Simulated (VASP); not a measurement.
Zn2Cl3: single point with PBE

The system is Zn2Cl3.

```
Zn Cl
1.0
     5.20698    0.00000    0.00000
    -2.60349    4.50938    0.00000
     0.00000    0.00000    4.76395
Zn Cl
2 3
Direct
  0.33333 0.66667 0.18103
  0.66667 0.33333 0.81897
  0.00000 0.00000 0.00000
  0.33333 0.66667 0.67713
  0.66667 0.33333 0.32287
```

```
Program                : VASP 6.6.1
Task                   : single point
Functional             : PBE
Potentials or basis    : VASP PAW PBE potentials, release 64 (Zn, Cl)
Cutoff                 : 520 eV
k mesh                 : 6 × 6 × 4
Occupations            : gaussian, width 0.1 eV
Spin                   : no spin polarisation
Dipole correction      : no
Further INCAR settings : ALGO = Normal; EDIFF = 1e-06; NBANDS = 30
```

| Quantity | Value |
| --- | --- |
| Pressure | 0.3 GPa |
| Largest force | 0.004 eV/Å |

Forces in eV/Å, atoms in the order of the input:
```
Zn   0.000  0.000 -0.004
Zn   0.000  0.000  0.004
Cl   0.000  0.000  0.000
Cl   0.000  0.000  0.003
Cl   0.000  0.000 -0.003
```

Stress tensor (GPa, compression positive):
```
0.35 0.00 0.00
0.00 0.35 0.00
0.00 0.00 0.14
```

Levels at points of the mesh, in eV from the Fermi level:
| k point | band 18 | band 19 | band 20 | band 21 | band 22 | band 23 | band 24 | band 25 | band 26 | band 27 |
| --- | --- | --- | --- | --- | --- | --- | --- | --- | --- | --- |
| (0.00, 0.00, 0.00) | -4.03 | -4.03 | -2.77 | -2.49 | -2.49 | -1.82 | -0.29 | 4.02 | 4.02 | 5.50 |
| (0.50, 0.00, 0.00) | -4.78 | -3.41 | -2.89 | -2.47 | -2.19 | -0.92 | 0.17 | 4.43 | 5.35 | 5.45 |
| (0.00, 0.00, 0.50) | -3.70 | -3.70 | -3.02 | -3.02 | -2.78 | 1.97 | 2.29 | 2.29 | 2.48 | 4.72 |
| (0.50, 0.00, 0.50) | -4.23 | -3.31 | -2.54 | -2.25 | -2.24 | 2.03 | 2.62 | 2.96 | 3.98 | 4.95 |

It took 2.2 min on 1 thread of Oxide Virtual Turin-like Processor (shared host), peak memory 0.22 GiB.

Caveat: an odd number of electrons without spin polarisation forces a metal; a magnetic or distorted state may lie lower.
